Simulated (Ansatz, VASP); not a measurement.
# HfMo in VASP and in Ansatz

```
Hf Mo
1.0
     3.32496    0.00000    0.00000
     0.00000    3.32496    0.00000
     0.00000    0.00000    3.32496
Hf Mo
1 1
Direct
  0.00000 0.00000 0.00000
  0.50000 0.50000 0.50000
```

Alike in both runs: functional PBE; k mesh 16 × 16 × 16; occupations gaussian, width 0.1 eV; no spin polarisation.

Ansatz relaxed the structure, and its values are those at the end. VASP's run is a single point on that final structure, the one shown.

|  | VASP | Ansatz |
| --- | --- | --- |
| version | VASP 6.6.1 | Ansatz 0.2.0 |
| potentials or method | VASP PAW PBE potentials, release 64 (Hf_pv, Mo_sv), cutoff 520 eV | scalar-relativistic, plane waves, PAW |
| valence electrons in the cell | 24 | 40 |

|  | VASP | Ansatz | Ansatz less VASP |
| --- | --- | --- | --- |
| gap on the k mesh at the Fermi level (eV) | none | none | - |
| pressure (GPa) | -0.4 | 0.0 | +0.43 |

A gap of «none» marks a metal or a gap that the smearing closes. VASP's potentials hold 24 valence electrons a cell and Ansatz's 40, so a difference there can come from the potentials and not from the codes.

Neither program's run includes spin-orbit coupling.
